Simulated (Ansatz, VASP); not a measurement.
# Two plane-wave programs on MoS2

Contents of INCAR:

```
SYSTEM = MoS2
  PREC = Accurate
  ENCUT = 520
  EDIFF = 1E-6
  ISMEAR = -1
  SIGMA = 0.05
  LREAL = .FALSE.
  LASPH = .TRUE.
  NELM = 80
  ALGO = Normal
  ISIF = 2
  LWAVE = .FALSE.
  LCHARG = .FALSE.
  GGA = RP
  NBANDS = 35
```

KPOINTS

```
regular mesh
0
G
  10 10 2
  0 0 0
```

File POSCAR:

```
MoS2
1.0
    3.1845414560      0.0000000000      0.0000000000
   -1.5922707280      2.7578938003      0.0000000000
    0.0000000000      0.0000000000     21.6705347200
Mo S
2 4
Direct
    0.3333333333      0.6666666667      0.8511602300
    0.6666666667      0.3333333333      0.1488397700
    0.6666666667      0.3333333333      0.7796253900
    0.3333333333      0.6666666667      0.0772510000
    0.6666666667      0.3333333333      0.9227490000
    0.3333333333      0.6666666667      0.2203746100
```

File input.yaml:

```yaml
crystal:
  lattice:
    - [3.184541456, 0.0, 0.0]
    - [-1.592270728, 2.7578938003, 0.0]
    - [0.0, 0.0, 21.67053472]
  atoms:
    - { symbol: Mo, position: [0.3333333333, 0.6666666667, 0.85116023] }
    - { symbol: Mo, position: [0.6666666667, 0.3333333333, 0.14883977] }
    - { symbol: S, position: [0.6666666667, 0.3333333333, 0.77962539] }
    - { symbol: S, position: [0.3333333333, 0.6666666667, 0.077251] }
    - { symbol: S, position: [0.6666666667, 0.3333333333, 0.922749] }
    - { symbol: S, position: [0.3333333333, 0.6666666667, 0.22037461] }
hamiltonian:
  xc: rpbe
  pseudopotentials: { kind: paw }
kpoints:
  mp_grid: { grid: [10, 10, 2] }
scf:
  occupations: { method: fermi_dirac, width: 0.05 }
output:
  forces: true
  stress: true
  eigenvalues: true
```

Alike in both runs: task single point; functional RPBE; k mesh 10 × 10 × 2; occupations fermi-dirac, width 0.05 eV; no spin polarisation.

|  | VASP | Ansatz |
| --- | --- | --- |
| version | VASP 6.6.1 | Ansatz 0.2.0 |
| potentials or method | VASP PAW PBE potentials, release 64 (Mo_sv, S) | Ansatz PAW |
| plane-wave cutoff (eV) | 520 | 420 |
| valence electrons in the cell | 52 | 52 |

```csv
,VASP,Ansatz,Ansatz less VASP
gap on the k mesh at the Fermi level (eV),1.41,1.40,-0.016
least direct gap on the mesh (eV),1.89,1.89,-0.003
rms of the force components (eV/Å),0.152,0.163,+0.0111
```

VASP's potentials were made for PBE, not for RPBE. Atom by atom the forces differ by 0.011 eV/Å (rms over components).
